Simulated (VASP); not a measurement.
Set up this calculation in VASP 6.6.1, as the native input.

```yaml
Task: single point
Functional: PBE
Dispersion: D3(BJ)
Potentials_or_basis: VASP PAW PBE potentials, release 64 (Sn_d, Te)
Cutoff: 520 eV
k_mesh: 2 × 2 × 2, shifted
Occupations: fermi-dirac, width 0.05 eV
Spin: no spin polarisation
Dipole_correction: no
Further_INCAR_settings: LREAL = Auto; ALGO = Normal; EDIFF = 1e-07; NBANDS = 138
```

The structure of SnTe lies in POSCAR:

```
SnTe
1.0
   -3.8258851589      7.6517703178      3.8258851589
    3.8258851589      3.8258851589      7.6517703178
    3.8258851589      7.6517703178     -3.8258851589
Sn Te
12 12
Direct
    0.5864819051      0.3323135990      0.2388458388
    0.8428248277      0.3231450890      0.5131808506
    0.9444748339      0.6362232265      0.2425232885
    0.0762438376      0.3242302409      0.7648166054
    0.1255411441      0.6288657134      0.5273490751
    0.2644458841     -0.0229883185      0.2627868345
    0.3363659728      0.3474964036     -0.0090331384
    0.4252156078      0.6687012880      0.7576191207
    0.5077243137     -0.0277241289      0.4970047900
    0.7065616333      0.6073098303     -0.0072751792
    0.7292843270     -0.0032292309      0.7610405512
    0.0152197459     -0.0362585374      0.0259751655
    0.9655557507      0.2853375419      0.1496651693
    0.1950962899      0.3083168864      0.4008784729
    0.3069736025      0.6457875491      0.1261513950
    0.4825410783      0.3695327856      0.5856633581
    0.5783104192      0.6916331490      0.3313853389
    0.5927191981      0.0585946321      0.0995652598
    0.7353270027      0.2989448505      0.8571765392
    0.7753189898      0.6383332393      0.6428765234
    0.8237661663     -0.0248841761      0.3759845605
    0.0348020770      0.6662860735      0.8879152429
    0.1452554272     -0.0755515795      0.5916730785
    0.3533967811     -0.0040699078      0.8706909282
```

This cell differs from its parent crystal: dynamics (nvt langevin) at 450 K, volume x 1.0, from the last frame before.

The input as run:

INCAR

```
PREC = Accurate ; ENCUT = 520
EDIFF = 1E-7 ; ISMEAR = -1
SIGMA = 0.05 ; LREAL = Auto
LASPH = T ; NELM = 60
ALGO = Normal ; ISIF = 2
LWAVE = F ; LCHARG = T
GGA = PE ; IVDW = 12
LELF = T ; LVHAR = T
NBANDS = 138
```

KPOINTS

```
Automatic mesh
0
Gamma
  2 2 2
  0.5 0.5 0.5
```

Potentials or basis: VASP PAW PBE potentials, release 64 (Sn_d, Te).

Launch:

```sh
$ cat potpaw_PBE.64/Sn_d/POTCAR potpaw_PBE.64/Te/POTCAR > POTCAR
$ mpirun -np 1 vasp_std > vasp.out
```

Results of the run:

The pressure is 2.4 GPa, the largest force is 1.005 eV/Å and the band gap on the k mesh is zero (bands 120 and 121 overlap by 0.15 eV). The dispersion energy per atom is -0.445 eV.

Caveat: the k points lie up to 0.40 Å⁻¹ apart; the atoms stand as in a frame of molecular dynamics; semilocal functionals underestimate gaps, and a narrow one can read as zero; spin-orbit coupling is left out, which moves the levels of the heavy elements; forces of over 1 eV/Å act on the atoms, so gaps and moduli don't describe the material at rest.

Wall time 43 min on 1 thread of Oxide Virtual Turin-like Processor, on a shared host, peak memory 0.91 GiB.
